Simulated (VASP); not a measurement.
# SnO (P4/nmm) in VASP: further runs

Runs on SnO. Level: PBE. Tasks: electric field gradients.

Everything below comes from runs of VASP 6.6.1. Logs are shortened: lines on timing, memory, paths and dates and some standing lists are left out, and cuts for length are marked.

### Step 1. The cell of the first run

The structure is tetragonal, space group P4/nmm (No. 129). Conventional cell: a = 3.827 Å, b = 3.827 Å, c = 4.868 Å, α = 90.00°, β = 90.00°, γ = 90.00°. Within 3.0 Å of Sn (site symmetry 4mm) lie 4 O at 2.24 Å. O (site symmetry -4m2) has 4 Sn at 2.24 Å and 4 O at 2.71 Å within 3.0 Å.

### Step 2. Electric field gradients, PBE (17.83 Å³/atom)

The input, INCAR:

```
SYSTEM = SnO
PREC = Accurate ; ENCUT = 520
EDIFF = 1E-8 ; ISMEAR = -1
SIGMA = 0.01 ; LREAL = .False.
LASPH = .True. ; NELM = 60
ALGO = Normal ; ISIF = 2
LWAVE = .False. ; LCHARG = .False.
GGA = PE ; LEFG = .True.
NBANDS = 28
```

The input, KPOINTS:

```
regular mesh
0
Gamma
  8 8 6
  0 0 0
```

The input, POSCAR:

```
SnO
1.0
    3.8271795418      0.0000000000      0.0000000000
    0.0000000000      3.8271795418      0.0000000000
    0.0000000000      0.0000000000      4.8680274234
Sn O
2 2
Direct
    0.0000000000      0.5000000000      0.2385000000
    0.5000000000      0.0000000000      0.7615000000
    0.0000000000      0.0000000000      0.0000000000
    0.5000000000      0.5000000000      0.0000000000
```

Potentials or basis: VASP PAW PBE potentials, release 64 (Sn_d, O).

The run is started by

```
$ cat potpaw_PBE.64/Sn_d/POTCAR potpaw_PBE.64/O/POTCAR > POTCAR
$ mpirun -np 1 vasp_std > vasp.out
```

OUTCAR:

```text
SYSTEM = SnO
   PREC = Accurate
   ENCUT = 520
   EDIFF = 1E-8
   ISMEAR = -1
   LREAL = .False.
   LASPH = .True.
   NELM = 60
   ISIF = 2
   GGA = PE

 ion  position               nearest neighbor table
   1  0.000  0.500  0.239-   3 2.24   4 2.24   3 2.24   4 2.24   2 3.57   2 3.57   2 3.57   2 3.57
                             2 3.72   2 3.72   2 3.72   2 3.72
   2  0.500  0.000  0.761-   3 2.24   4 2.24   4 2.24   3 2.24   1 3.57   1 3.57   1 3.57   1 3.57
                             1 3.72   1 3.72   1 3.72   1 3.72
   3  0.000  0.000  0.000-   1 2.24   2 2.24   1 2.24   2 2.24
   4  0.500  0.500  0.000-   1 2.24   2 2.24   2 2.24   1 2.24

  LATTYP: Found a simple tetragonal cell.
 ALAT       =     3.8271795418
 C/A-ratio  =     1.2719621252

  Lattice vectors:

 A1 = (   3.8271795418,   0.0000000000,   0.0000000000)
 A2 = (   0.0000000000,   3.8271795418,   0.0000000000)
 A3 = (   0.0000000000,   0.0000000000,   4.8680274234)

Analysis of symmetry for initial positions (statically):
=====================================================================
 Subroutine PRICEL returns:
 Original cell was already a primitive cell.

 Routine SETGRP: Setting up the symmetry group for a
 simple tetragonal supercell.

 Subroutine GETGRP returns: Found 16 space group operations
 (whereof  8 operations were pure point group operations)
 out of a pool of 16 trial point group operations.

The static configuration has the point symmetry D_2d.
 The point group associated with its full space group is D_4h.

Analysis of symmetry for dynamics (positions and initial velocities):
=====================================================================
 Subroutine PRICEL returns:
 Original cell was already a primitive cell.

 Routine SETGRP: Setting up the symmetry group for a
 simple tetragonal supercell.

 Subroutine GETGRP returns: Found 16 space group operations
 (whereof  8 operations were pure point group operations)
 out of a pool of 16 trial point group operations.

The dynamic configuration has the point symmetry D_2d.
 The point group associated with its full space group is D_4h.

 Subroutine INISYM returns: Found 16 space group operations
 (whereof  8 operations are pure point group operations),
 and found     1 'primitive' translations

----------------------------------------------------------------------------------------

                                     Primitive cell

  volume of cell :      71.3035

  direct lattice vectors                    reciprocal lattice vectors
     3.827179542  0.000000000  0.000000000     0.261289022  0.000000000  0.000000000
     0.000000000  3.827179542  0.000000000     0.000000000  0.261289022  0.000000000
     0.000000000  0.000000000  4.868027423     0.000000000  0.000000000  0.205422015

  length of vectors
     3.827179542  3.827179542  4.868027423     0.261289022  0.261289022  0.205422015

  position of ions in fractional coordinates (direct lattice)
     0.000000000  0.500000000  0.238500000
     0.500000000  0.000000000  0.761500000
     0.000000000  0.000000000  0.000000000
     0.500000000  0.500000000  0.000000000

  ion indices of the primitive-cell ions
   primitive index   ion index
                 1           1
                 2           2
                 3           3
                 4           4

----------------------------------------------------------------------------------------

 KPOINTS: regular mesh

Automatic generation of k-mesh.
 Grid dimensions read from file:
 generate k-points for:    8    8    6

 Generating k-lattice:

[... 22 lines left out ...]
  0.500000  0.000000  0.000000      2.000000
  0.125000  0.125000  0.000000      4.000000
[... 16 lines left out ...]
  0.375000  0.125000  0.166667     16.000000
  0.500000  0.125000  0.166667      8.000000
 [... further k-points ...]
   k-points           NKPTS =     60   k-points in BZ     NKDIM =     60   number of bands    NBANDS=     28
   number of dos      NEDOS =    301   number of ions     NIONS =      4
   total plane-waves  NPLWV =  28224
   dimension x,y,z NGX =    28 NGY =   28 NGZ =   36
   dimension x,y,z NGXF=    56 NGYF=   56 NGZF=   72
   ions per type =               2   2
   NGX,Y,Z   is equivalent  to a cutoff of  12.16, 12.16, 12.29 a.u.
   NGXF,Y,Z  is equivalent  to a cutoff of  24.33, 24.33, 24.59 a.u.
 SYSTEM =  SnO
   PREC   = accura    normal or accurate (medium, high low for compatibility)
   ISTART =      0    job   : 0-new  1-cont  2-samecut
   ICHARG =      2    charge: 1-file 2-atom 10-const
   ISPIN  =      1    spin polarized calculation?
   LNONCOLLINEAR =      F non collinear calculations
   LSORBIT =      F    spin-orbit coupling
   LASPH  =      T    aspherical Exc in radial PAW
   ENCUT  =  520.0 eV  38.22 Ry    6.18 a.u.   7.12  7.12  9.05*2*pi/ulx,y,z
   NELM   =     60;   NELMIN=  2; NELMDL= -5     # of ELM steps
   EDIFF  = 0.1E-07   stopping-criterion for ELM
   LREAL  =      F    real-space projection
   EDIFFG = 0.1E-06   stopping-criterion for IOM
   NSW    =      0    number of steps for IOM
   IBRION =     -1    ionic relax: 0-MD 1-quasi-New 2-CG
   NFREE  =      0    steps in history (QN), initial steepest desc. (CG)
   ISIF   =      2    stress and relaxation
   ISYM   =      2    0-nonsym 1-usesym 2-fastsym
   POTIM  = 0.5000    time-step for ionic-motion
   TEBEG  =    0.0;   TEEND  =   0.0 temperature during run
   PSTRESS=    0.0 pullay stress
   NELECT =      40.0000    total number of electrons
   NUPDOWN=      -1.0000    fix difference up-down
   EMIN   =  10.00;   EMAX   =-10.00  energy-range for DOS
   EFERMI =   0.00;   METHOD = LEGACY
   ISMEAR =    -1;   SIGMA  =   0.01  broadening in eV -4-tet -1-fermi 0-gaus
   EFERMI_NEDOS =   21; number of points for ismear=-14 and -15
   IALGO  =     38    algorithm
   IMIX   =      4    mixing-type and parameters
     AMIX     =   0.40;   BMIX     =  1.00
     AMIX_MAG =   1.60;   BMIX_MAG =  1.00
  volume/ion in A,a.u.               =      17.83       120.29
  Fermi-wavevector in a.u.,A,eV,Ry     =   1.350179  2.551468 24.803184  1.822983
  Thomas-Fermi vector in A             =   2.477705
   LORBIT       =      0    0 simple, 1 ext, 2 COOP (PROOUT), +10 PAW based schemes
   GGA     = PE    functional components
[... 5 lines left out ...]
 non-spin polarized calculation
  energy-cutoff  :      520.00
  volume of cell :       71.30
 maximum number of plane-waves:      1940
   NGX = 15   NGY = 15   NGZ = 19

 number of electron      39.9999975 magnetization

 Free energy of the ion-electron system (eV)
  ---------------------------------------------------
  ext. energy  EPLUGINS =         0.00000000
  ---------------------------------------------------
  free energy    TOTEN  =       -22.70082169 eV

  energy without entropy =      -22.70081435  energy(sigma->0) =      -22.70081802

 E-fermi :   6.9838     XC(G=0): -10.1677

 val. band max:        6.9344631033   @ k =   0.0000   0.0000   0.0000
 cond. band min:       7.0358706139   @ k =   0.5000   0.5000   0.0000
 fundamental gap:      0.1014075106
 Fermi energy:         6.9838436179

 k-point     1 :       0.0000    0.0000    0.0000
  band No.  band energies     occupation
      1     -15.0114      2.00000
      2     -14.6093      2.00000
      3     -14.6092      2.00000
      4     -14.6092      2.00000
      5     -14.5719      2.00000
      6     -14.5600      2.00000
[... 733 lines left out ...]
     27      15.5104      0.00000
     28      15.5104      0.00000

 [... further k-points ...]

------------------------ aborting loop because EDIFF is reached ----------------------------------------

  FORCE on cell =-STRESS in cart. coord.  units (eV):
  Direction    XX          YY          ZZ          XY          YZ          ZX
  --------------------------------------------------------------------------------------
  -------------------------------------------------------------------------------------
  Total        1.2104534      1.2104534      0.8701599      0.0000000     -0.0000000      0.0000000
  in kB       27.1986894     27.1986894     19.5523504      0.0000000     -0.0000000      0.0000000
  external PRESSURE =      24.6499097 kB  Pullay stress =       0.0000000 kB

 VOLUME and BASIS-vectors are now :
 -----------------------------------------------------------------------------
  energy-cutoff  :      520.00
  volume of cell :       71.30
      direct lattice vectors                 reciprocal lattice vectors
     3.827179542  0.000000000  0.000000000     0.261289022  0.000000000  0.000000000
     0.000000000  3.827179542  0.000000000     0.000000000  0.261289022  0.000000000
     0.000000000  0.000000000  4.868027423     0.000000000  0.000000000  0.205422015

 POSITION                                       TOTAL-FORCE (eV/Angst)
 -----------------------------------------------------------------------------------
      0.00000      1.91359      1.16102        -0.000000      0.000000      0.153612
      1.91359      0.00000      3.70700         0.000000      0.000000     -0.153612
      0.00000      0.00000      0.00000        -0.000000      0.000000     -0.000000
      1.91359      1.91359      0.00000         0.000000     -0.000000     -0.000000
 -----------------------------------------------------------------------------------
    total drift:                                0.000000      0.000000      0.000000

  FREE ENERGIE OF THE ION-ELECTRON SYSTEM (eV)
  ---------------------------------------------------
  free  energy   TOTEN  =       -22.7008216866 eV

  energy  without entropy=      -22.7008143475  energy(sigma->0) =      -22.70081802

 Electric field gradients (V/A^2)
---------------------------------------------------------------------
 ion       V_xx      V_yy      V_zz      V_xy      V_xz      V_yz
---------------------------------------------------------------------
   1      81.696    81.696  -163.392    -0.000     0.000     0.000
   2      81.696    81.696  -163.392     0.000     0.000     0.000
   3      -0.963    -0.963     1.925     0.000    -0.000     0.000
   4      -0.963    -0.963     1.925     0.000    -0.000    -0.000
---------------------------------------------------------------------

 Electric field gradients after diagonalization (V/A^2)
 (convention: |V_zz| > |V_xx| > |V_yy|)
----------------------------------------------------------------------
 ion       V_xx      V_yy      V_zz     asymmetry (V_yy - V_xx)/ V_zz
----------------------------------------------------------------------
   1      81.696    81.696  -163.392       0.000
   2      81.696    81.696  -163.392       0.000
   3      -0.963    -0.963     1.925       0.000
   4      -0.963    -0.963     1.925       0.000
----------------------------------------------------------------------

           NMR quadrupolar parameters

 Cq : quadrupolar parameter    Cq=e*Q*V_zz/h
 eta: asymmetry parameters     (V_yy - V_xx)/ V_zz
 Q  : nuclear electric quadrupole moment in mb (millibarn)
----------------------------------------------------------------------
 ion       Cq(MHz)       eta       Q (mb)
----------------------------------------------------------------------
   1      -0.395       0.000       1.000
   2      -0.395       0.000       1.000
   3       0.005       0.000       1.000
   4       0.005       0.000       1.000
----------------------------------------------------------------------
```

It took 81 s on 1 thread of Intel Xeon Platinum 8488C (Sapphire Rapids), shared host; peak memory 0.23 GiB.

Results:

```
Free energy                             : -22.7008 eV
Pressure                                : 2.5 GPa
Largest force                           : 0.154 eV/Å
Band gap on the k mesh                  : 0.10 eV (least direct gap 1.98 eV)
Largest electric field gradient by atom : Sn -163.4; O +1.9 V/Å²
```

Forces in eV/Å, atoms in the order of the input:
```
Sn   0.000  0.000  0.154
Sn   0.000  0.000 -0.154
O    0.000  0.000  0.000
O    0.000  0.000  0.000
```

Electric field gradients, principal values (V/Å²):
| atom | least | middle | greatest (by size) |
| --- | --- | --- | --- |
| 1 Sn | 81.696 | 81.696 | -163.392 |
| 2 Sn | 81.696 | 81.696 | -163.392 |
| 3 O | -0.963 | -0.963 | 1.925 |
| 4 O | -0.963 | -0.963 | 1.925 |

Caveat: semilocal functionals underestimate gaps, and a narrow one can read as zero; without QUAD_EFG the Cq values of the log hold for a quadrupole moment of 1 mb, not for the nuclei; spin-orbit coupling is left out, which moves the levels of the heavy elements. A k mesh can miss the band edges.

### Step 3. Electric field gradients, PBE (18.52 Å³/atom)

This run uses another cell than the first one, of 18.52 Å³/atom.

The input, INCAR:

```
ALGO = Normal
EDIFF = 1E-8
ENCUT = 520
GGA = PE
ISIF = 2
ISMEAR = -1
LASPH = T
LCHARG = F
LEFG = T
LREAL = F
LWAVE = F
NBANDS = 28
NELM = 60
PREC = Accurate
SIGMA = 0.01
```

The input, KPOINTS:

```
k-points
0
Gamma
  8 8 6
```

The input, POSCAR:

```
SnO
1.0
    3.8765679508      0.0000000000      0.0000000000
    0.0000000000      3.8765679508      0.0000000000
    0.0000000000      0.0000000000      4.9308476092
Sn O
2 2
Direct
    0.0000000000      0.5000000000      0.2385000000
    0.5000000000      0.0000000000      0.7615000000
    0.0000000000      0.0000000000      0.0000000000
    0.5000000000      0.5000000000      0.0000000000
```

Potentials or basis: VASP PAW PBE potentials, release 64 (Sn_d, O).

The run is started by

```
$ cat potpaw_PBE.64/Sn_d/POTCAR potpaw_PBE.64/O/POTCAR > POTCAR
$ mpirun -np 1 vasp_std > vasp.out
```

OUTCAR:

```text
EDIFF = 1E-8
   ENCUT = 520
   GGA = PE
   ISIF = 2
   ISMEAR = -1
   LASPH = T
   LREAL = F
   NELM = 60
   PREC = Accurate

 ion  position               nearest neighbor table
   1  0.000  0.500  0.239-   3 2.27   4 2.27   3 2.27   4 2.27   2 3.61   2 3.61   2 3.61   2 3.61

   2  0.500  0.000  0.761-   3 2.27   4 2.27   4 2.27   3 2.27   1 3.61   1 3.61   1 3.61   1 3.61

   3  0.000  0.000  0.000-   1 2.27   2 2.27   1 2.27   2 2.27
   4  0.500  0.500  0.000-   1 2.27   2 2.27   2 2.27   1 2.27

  LATTYP: Found a simple tetragonal cell.
 ALAT       =     3.8765679508
 C/A-ratio  =     1.2719621252

  Lattice vectors:

 A1 = (   3.8765679508,   0.0000000000,   0.0000000000)
 A2 = (   0.0000000000,   3.8765679508,   0.0000000000)
 A3 = (   0.0000000000,   0.0000000000,   4.9308476092)

Analysis of symmetry for initial positions (statically):
=====================================================================
 Subroutine PRICEL returns:
 Original cell was already a primitive cell.

 Routine SETGRP: Setting up the symmetry group for a
 simple tetragonal supercell.

 Subroutine GETGRP returns: Found 16 space group operations
 (whereof  8 operations were pure point group operations)
 out of a pool of 16 trial point group operations.

The static configuration has the point symmetry D_2d.
 The point group associated with its full space group is D_4h.

Analysis of symmetry for dynamics (positions and initial velocities):
=====================================================================
 Subroutine PRICEL returns:
[... 915 lines left out ...]
------------------------ aborting loop because EDIFF is reached ----------------------------------------

  FORCE on cell =-STRESS in cart. coord.  units (eV):
  Direction    XX          YY          ZZ          XY          YZ          ZX
  --------------------------------------------------------------------------------------
  -------------------------------------------------------------------------------------
  Total       -0.4435599     -0.4435599     -0.4356858      0.0000000      0.0000000      0.0000000
  in kB       -9.5906146     -9.5906146     -9.4203630      0.0000000      0.0000000      0.0000000
  external PRESSURE =      -9.5338641 kB  Pullay stress =       0.0000000 kB

 VOLUME and BASIS-vectors are now :
 -----------------------------------------------------------------------------
  energy-cutoff  :      520.00
  volume of cell :       74.10
      direct lattice vectors                 reciprocal lattice vectors
     3.876567951  0.000000000  0.000000000     0.257960137  0.000000000  0.000000000
     0.000000000  3.876567951  0.000000000     0.000000000  0.257960137  0.000000000
     0.000000000  0.000000000  4.930847609     0.000000000  0.000000000  0.202804889

 POSITION                                       TOTAL-FORCE (eV/Angst)
 -----------------------------------------------------------------------------------
      0.00000      1.93828      1.17601        -0.000000      0.000000     -0.339837
      1.93828      0.00000      3.75484        -0.000000      0.000000      0.339837
      0.00000      0.00000      0.00000        -0.000000      0.000000      0.000000
      1.93828      1.93828      0.00000         0.000000     -0.000000      0.000000
 -----------------------------------------------------------------------------------
    total drift:                                0.000000      0.000000     -0.000000

  FREE ENERGIE OF THE ION-ELECTRON SYSTEM (eV)
  ---------------------------------------------------
  free  energy   TOTEN  =       -22.7154543865 eV

  energy  without entropy=      -22.7154543701  energy(sigma->0) =      -22.71545438

 Electric field gradients (V/A^2)
---------------------------------------------------------------------
 ion       V_xx      V_yy      V_zz      V_xy      V_xz      V_yz
---------------------------------------------------------------------
   1      78.503    78.503  -157.005    -0.000     0.000     0.000
   2      78.503    78.503  -157.005    -0.000     0.000     0.000
   3      -0.930    -0.930     1.860     0.000    -0.000     0.000
   4      -0.930    -0.930     1.860     0.000     0.000     0.000
---------------------------------------------------------------------

 Electric field gradients after diagonalization (V/A^2)
 (convention: |V_zz| > |V_xx| > |V_yy|)
----------------------------------------------------------------------
 ion       V_xx      V_yy      V_zz     asymmetry (V_yy - V_xx)/ V_zz
----------------------------------------------------------------------
   1      78.503    78.503  -157.005       0.000
   2      78.503    78.503  -157.005       0.000
   3      -0.930    -0.930     1.860       0.000
   4      -0.930    -0.930     1.860       0.000
----------------------------------------------------------------------

           NMR quadrupolar parameters

 Cq : quadrupolar parameter    Cq=e*Q*V_zz/h
 eta: asymmetry parameters     (V_yy - V_xx)/ V_zz
 Q  : nuclear electric quadrupole moment in mb (millibarn)
----------------------------------------------------------------------
 ion       Cq(MHz)       eta       Q (mb)
----------------------------------------------------------------------
   1      -0.380       0.000       1.000
   2      -0.380       0.000       1.000
   3       0.004       0.000       1.000
   4       0.004       0.000       1.000
----------------------------------------------------------------------
```

stdout:

```text
POSCAR found type information on POSCAR SnO
 POSCAR found :  2 types and       4 ions
 scaLAPACK will be used
 LDA part: xc-table for (Slater+PW92), standard interpolation
 POSCAR, INCAR and KPOINTS ok, starting setup
 FFT: planning ... GRIDC
 FFT: planning ... GRID_SOFT
 FFT: planning ... GRID
 WAVECAR not read
 entering main loop
ion   1

ion   2

ion   3

ion   4
```

Wall time 100 s (1 thread of Intel Xeon Platinum 8488C (Sapphire Rapids), shared host); peak memory 0.24 GiB.

What came out:

* Free energy: -22.7155 eV
* Pressure: -1.0 GPa
* Largest force: 0.340 eV/Å
* Band gap on the k mesh: 0.24 eV (least direct gap 2.02 eV)
* Largest electric field gradient by atom: Sn -157.0; O +1.9 V/Å²

Forces on the atoms (eV/Å):
```
Sn   0.000  0.000 -0.340
Sn   0.000  0.000  0.340
O    0.000  0.000  0.000
O    0.000  0.000  0.000
```

Electric field gradients, principal values (V/Å²):
```csv
atom,least,middle,greatest (by size)
1 Sn,78.503,78.503,-157.005
2 Sn,78.503,78.503,-157.005
3 O,-0.930,-0.930,1.860
4 O,-0.930,-0.930,1.860
```

Caveat: semilocal functionals underestimate gaps, and a narrow one can read as zero; without QUAD_EFG the Cq values of the log hold for a quadrupole moment of 1 mb, not for the nuclei; spin-orbit coupling is left out, which moves the levels of the heavy elements. A k mesh can miss the band edges.

(Part 1 of 3 ends here.)
